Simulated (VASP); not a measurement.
A run of VASP 6.6.1 is set up as follows.

File INCAR:

```
SYSTEM = LiCl
PREC     = Accurate       ! precision mode
ENCUT    = 600            ! plane-wave cutoff, eV
EDIFF    = 1E-8           ! SCF threshold, eV
ISMEAR   = 0              ! smearing method
SIGMA    = 0.01           ! smearing width, eV
LREAL    = .FALSE.        ! projectors in reciprocal space
LASPH    = .TRUE.         ! aspherical terms in the spheres
NELM     = 60             ! most SCF steps
ALGO     = Normal         ! electronic algorithm
ISIF     = 3              ! what is computed and relaxed
LWAVE    = .FALSE.        ! write WAVECAR
LCHARG   = .FALSE.        ! write CHGCAR
GGA      = PS             ! functional
IBRION   = 6              ! ionic algorithm
NFREE    = 2            
POTIM    = 0.015          ! step
NSW      = 1              ! ionic steps
```

KPOINTS

```
regular mesh
0
G
  8 8 8
  0 0 0
```

POSCAR

```
LiCl
1.0
    0.0000000000      2.5092495239      2.5092495239
    2.5092495239      0.0000000000      2.5092495239
    2.5092495239      2.5092495239      0.0000000000
Li Cl
1 1
Direct
    0.0000000000      0.0000000000      0.0000000000
    0.5000000000      0.5000000000      0.5000000000
```

Potentials or basis: VASP PAW PBE potentials, release 64 (Li_sv, Cl).

The run is started by

```bash
$ cat potpaw_PBE.64/Li_sv/POTCAR potpaw_PBE.64/Cl/POTCAR > POTCAR
$ mpirun -np 1 vasp_std > vasp.out
```

(1) What does it give for the elastic constants C11, C12, C44?

(2) Predict the Voigt bulk modulus.

(3) Estimate the highest phonon frequency at Γ, LO-TO splitting left out.

## Answers

(1) 72, 22, 27 GPa.

(2) 38 GPa.

(3) 224 cm⁻¹.

Caveat: the cutoff is under 1.25 times the usual one of these potentials, so pressure, stress and relaxed cells hold a basis-set (Pulay) error; the PAW data sets were made with another functional, which shifts forces and pressure a little.
